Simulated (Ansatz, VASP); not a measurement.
**NbTe4Mo: VASP beside Ansatz**

```
CELL_PARAMETERS angstrom
3.59208 0.00000 0.00000
-1.79604 3.11084 0.00000
0.00000 0.00000 15.12197
ATOMIC_POSITIONS crystal
Nb 0.00000 0.00000 0.00000
Te 0.66667 0.33333 0.37963
Te 0.66667 0.33333 0.87531
Te 0.33333 0.66667 0.12469
Te 0.33333 0.66667 0.62037
Mo 0.00000 0.00000 0.50000
```

Alike in both runs: functional PBE; k mesh 6 × 6 × 2; occupations gaussian, width 0.1 eV; no spin polarisation.

Ansatz relaxed the structure, and its values are those at the end. VASP's run is a single point on that final structure, the one shown.

|  | VASP | Ansatz |
| --- | --- | --- |
| version | VASP 6.6.1 | Ansatz 0.2.0 |
| potentials or method | VASP PAW PBE potentials, release 64 (Nb_sv, Te, Mo_sv), cutoff 520 eV | scalar-relativistic, plane waves, PAW |
| valence electrons in the cell | 51 | 91 |

Ansatz gave:

| Quantity | Value |
| --- | --- |
| gap on the k mesh at the Fermi level (eV) | none |
| pressure (GPa) | 0.2 |
| rms of the force components (eV/Å) | 0.012 |

**Question.** Which values does VASP return?

**Answer.** gap on the k mesh at the Fermi level (eV): none; pressure (GPa): 0.1; rms of the force components (eV/Å): 0.015.

A gap of «none» marks a metal or a gap that the smearing closes. VASP's potentials hold 51 valence electrons a cell and Ansatz's 91, so a difference there can come from the potentials and not from the codes.

Spin-orbit coupling is off throughout.
